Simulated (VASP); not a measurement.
A run of VASP 6.6.1 is set up as follows.

The input INCAR:

```
SYSTEM = K
PREC = Accurate
ENCUT = 520
EDIFF = 1E-6
ISMEAR = -1
SIGMA = 0.1
LREAL = .FALSE.
LASPH = .TRUE.
NELM = 100
ALGO = Normal
ISIF = 2
LWAVE = .FALSE.
LCHARG = .TRUE.
GGA = PE
LELF = .TRUE.
LVHAR = .TRUE.
NBANDS = 26
```

File KPOINTS:

```
Automatic mesh
0
G
  6 6 4
  0 0 0
```

File POSCAR:

```
K
1.0
    3.9603272702      0.0000000000      0.0000000000
   -1.9801636351      3.4297440233      0.0000000000
    0.0000000000      0.0000000000     12.6828356412
K
4
Direct
    0.0000000000      0.0000000000      0.0000000000
    0.0000000000      0.0000000000      0.5000000000
    0.3333333333      0.6666666667      0.2500000000
    0.6666666667      0.3333333333      0.7500000000
```

Potentials or basis: VASP PAW PBE potentials, release 64 (K_sv).

Run with:

```sh
$ cat potpaw_PBE.64/K_sv/POTCAR > POTCAR
$ mpirun -np 1 vasp_std > vasp.out
```

(1) Estimate the pressure.

(2) Predict the band gap on the k mesh.

Answers

(1) 5.3 GPa.

(2) zero (bands 18 and 19 overlap by 2.77 eV).

Caveat: the cell stands under pressure.
